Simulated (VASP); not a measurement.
Wanted: the native input for a VASP 6.6.1 run.

```
Task                   : single point
Functional             : PBE
Potentials or basis    : VASP PAW PBE potentials, release 64 (Os)
Cutoff                 : 520 eV
k mesh                 : 13 × 13 × 7
Occupations            : fermi-dirac, width 0.1 eV
Spin                   : no spin polarisation
Dipole correction      : no
Further INCAR settings : ALGO = Normal; EDIFF = 1e-07; NBANDS = 15
```

The structure of Os lies in POSCAR:

```
Os
1.0
    2.7559294133      0.0000000000      0.0000000000
   -1.3779647066      2.3867048830      0.0000000000
    0.0000000000      0.0000000000      4.3426533301
Os
2
Direct
    0.3333333333      0.6666666667      0.2500000000
    0.6666666667      0.3333333333      0.7500000000
```

One way to write it, as run:

INCAR

```
SYSTEM = Os
  PREC = Accurate
  ENCUT = 520
  EDIFF = 1E-7
  ISMEAR = -1
  SIGMA = 0.1
  LREAL = .False.
  LASPH = .True.
  NELM = 100
  ALGO = Normal
  ISIF = 2
  LWAVE = .False.
  LCHARG = .False.
  GGA = PE
  NBANDS = 15
```

KPOINTS

```
regular mesh
0
Gamma
  13 13 7
  0 0 0
```

Potentials or basis: VASP PAW PBE potentials, release 64 (Os).

The run is started by

```console
$ cat potpaw_PBE.64/Os/POTCAR > POTCAR
$ mpirun -np 1 vasp_std > vasp.out
```

It gave:

```json
{
  "Pressure": "-0.2 GPa",
  "Band gap on the k mesh": "zero (bands 8 and 9 overlap by 3.69 eV)"
}
```

Caveat: spin-orbit coupling is left out, which moves the levels of the heavy elements.

Wall time 12 s on 1 thread of Intel(R) Xeon(R) 6975P-C (Granite Rapids), with other jobs on the host, peak memory 0.16 GiB.
